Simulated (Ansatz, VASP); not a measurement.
# VN: VASP beside Ansatz

File INCAR:

```
  PREC = Accurate
  ENCUT = 600
  EDIFF = 1E-6
  ISMEAR = 0
  SIGMA = 0.1
  LREAL = F
  LASPH = T
  NELM = 200
  ALGO = Normal
  ISIF = 2
  LWAVE = F
  LCHARG = T
  ISPIN = 2
  MAGMOM = 0.3 0
  LORBIT = 11
  LMAXMIX = 4
  GGA = PE
  LELF = T
  LVHAR = T
  NBANDS = 20
  GGA_COMPAT = F
```

Contents of KPOINTS:

```
Automatic mesh
0
Gamma
  6 6 6
```

Contents of POSCAR:

```
VN
1.0
    0.0000000000      2.1670682223      2.1670682223
    2.1670682223      0.0000000000      2.1670682223
    2.1670682223      2.1670682223      0.0000000000
V N
1 1
Direct
    0.0000000000      0.0000000000      0.0000000000
    0.5000000000      0.5000000000      0.5000000000
```

Input for Ansatz:

```yaml
crystal:
  lattice:
    - [0.0, 2.1670682223, 2.1670682223]
    - [2.1670682223, 0.0, 2.1670682223]
    - [2.1670682223, 2.1670682223, 0.0]
  atoms:
    - { symbol: V, position: [0.0, 0.0, 0.0], spin: 0.3 }
    - { symbol: "N", position: [0.5, 0.5, 0.5] }
basis:
  ecutwfc: 420
kpoints:
  mp_grid: { grid: [6, 6, 6] }
hamiltonian:
  xc: pbe
scf:
  occupations: { method: gaussian, width: 0.1 }
  lower_state_search: "off"
output:
  forces: true
  stress: true
  eigenvalues: true
  populations: true
magnetization:
  spin_polarized: true
```

Alike in both runs: task single point; functional PBE; k mesh 6 × 6 × 6; occupations gaussian, width 0.1 eV; collinear spin.

```csv
,VASP,Ansatz
version,VASP 6.6.1,Ansatz 0.2.0
potentials or method,"VASP PAW PBE potentials, release 64 (V_sv, N), cutoff 600 eV","scalar-relativistic, plane waves, PAW"
valence electrons in the cell,18,18
```

|  | VASP | Ansatz | Ansatz less VASP |
| --- | --- | --- | --- |
| gap on the k mesh at the Fermi level (eV) | none | none | - |
| net moment per atom (μB) | 0.37 | 0.37 | -0.001 |
| size of the moment on the site where the two differ most (μB) | 0.74 | 0.64 | -0.096 |

Site moments also hang on the region over which each program counts them. A gap of «none» marks a metal or a gap that the smearing closes. With one functional, cell and mesh, what is left measures potentials, basis and numerics.

The k mesh is coarse, so the values compare programs but aren't converged.
